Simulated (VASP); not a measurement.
Input of a VASP 6.6.1 run:

File INCAR:

```
SYSTEM = C
ALGO = Normal
EDIFF = 1E-6
ENCUT = 520
GGA = PS
ISIF = 2
ISMEAR = 0
IVDW = 12
LASPH = .TRUE.
LCHARG = .FALSE.
LREAL = .FALSE.
LWAVE = .FALSE.
NBANDS = 16
NELM = 80
PREC = Accurate
SIGMA = 0.15
```

File KPOINTS:

```
k-points
0
G
  21 21 8
  0 0 0
```

Contents of POSCAR:

```
C
1.0
    2.4903919469      0.0000000000      0.0000000000
   -1.2451959735      2.1567426914      0.0000000000
    0.0000000000      0.0000000000      6.6667478036
C
4
Direct
    0.0000000000      0.0000000000      0.0025000000
    0.0000000000      0.0000000000      0.5025000000
    0.3333333333      0.6666666667      0.0025000000
    0.6666666667      0.3333333333      0.5025000000
```

Potentials or basis: VASP PAW PBE potentials, release 64 (C).

The run is started by

```bash
$ cat potpaw_PBE.64/C/POTCAR > POTCAR
$ mpirun -np 1 vasp_std > vasp.out
```

Problem. Estimate the pressure.

Solution. -10.3 GPa.

Problem. Estimate the band gap on the k mesh.

Solution. Zero (bands 8 and 9 overlap by 0.03 eV).

Problem. Predict the dispersion energy per atom.

Solution. -0.110 eV.

Stress tensor (GPa, compression positive):
```
-15.21   0.00   0.00
  0.00 -15.21   0.00
  0.00   0.00  -0.47
```

Caveat: the cell stands under tension; the PAW data sets were made with another functional, which shifts forces and pressure a little.
